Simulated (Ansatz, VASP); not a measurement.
**One calculation of BiTe2As, two programs**

```xyz
4
Lattice="2.1136 1.2203 7.4375 -2.1136 1.2203 7.4375 0.0000 -2.4405 7.4375" Properties=species:S:1:pos:R:3 pbc="T T T"
Bi    0.0000    0.0000    0.0000
Te    0.0000    0.0000    4.9534
Te    0.0000    0.0000   17.3591
As    0.0000    0.0000   11.1562
```

Alike in both runs: task relaxation of cell and atoms; functional PBE; k mesh 6 × 6 × 6; occupations gaussian, width 0.1 eV; no spin polarisation.

|  | VASP | Ansatz |
| --- | --- | --- |
| version | VASP 6.6.1 | Ansatz 0.2.0 |
| potentials or method | VASP PAW PBE potentials, release 64 (Bi_d, Te, As), cutoff 600 eV | scalar-relativistic, plane waves, PAW |
| valence electrons in the cell | 32 | 62 |

|  | VASP | Ansatz | Ansatz less VASP |
| --- | --- | --- | --- |
| gap on the k mesh at the Fermi level, each at its own relaxed structure (eV) | none | none | - |
| relaxed volume (Å³/atom) | 30.13 | 30.06 | -0.074 |
| relaxed cell length with the largest relative difference (Å) | 7.833 | 7.843 | +0.0102 |

A gap of «none» marks a metal or a gap that the smearing closes. VASP's potentials hold 32 valence electrons a cell and Ansatz's 62, so a difference there can come from the potentials and not from the codes.

Spin-orbit coupling is off throughout.
